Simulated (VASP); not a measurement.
A run of VASP 6.6.1 is set up as follows.

Contents of INCAR:

```
SYSTEM = NbP
PREC = Accurate
ENCUT = 520
EDIFF = 1E-8
ISMEAR = -1
SIGMA = 0.15
LREAL = .FALSE.
LASPH = .TRUE.
NELM = 60
ALGO = Normal
ISIF = 2
LWAVE = .FALSE.
LCHARG = .TRUE.
GGA = PE
IBRION = 8
NSW = 1
```

Contents of KPOINTS:

```
regular mesh
0
G
  18 18 16
  0 0 0
```

Contents of POSCAR:

```
NbP
1.0
    3.3363010264      0.0000000000      0.0000000000
   -1.6681505132      2.8893214435      0.0000000000
    0.0000000000      0.0000000000      3.3327466537
Nb P
1 1
Direct
    0.0000000000      0.0000000000      0.5000000000
    0.6666666667      0.3333333333      0.0000000000
```

Potentials or basis: VASP PAW PBE potentials, release 64 (Nb_sv, P).

Command:

```console
$ cat potpaw_PBE.64/Nb_sv/POTCAR potpaw_PBE.64/P/POTCAR > POTCAR
$ mpirun -np 1 vasp_std > vasp.out
```

Problem. Predict the highest phonon frequency at Γ.

Solution. 360 cm⁻¹.

Phonon frequencies in cm⁻¹ (negative: imaginary):
| q point | frequencies |
| --- | --- |
| (0.000, 0.000, 0.000) | 0 0 0 324 360 360 |
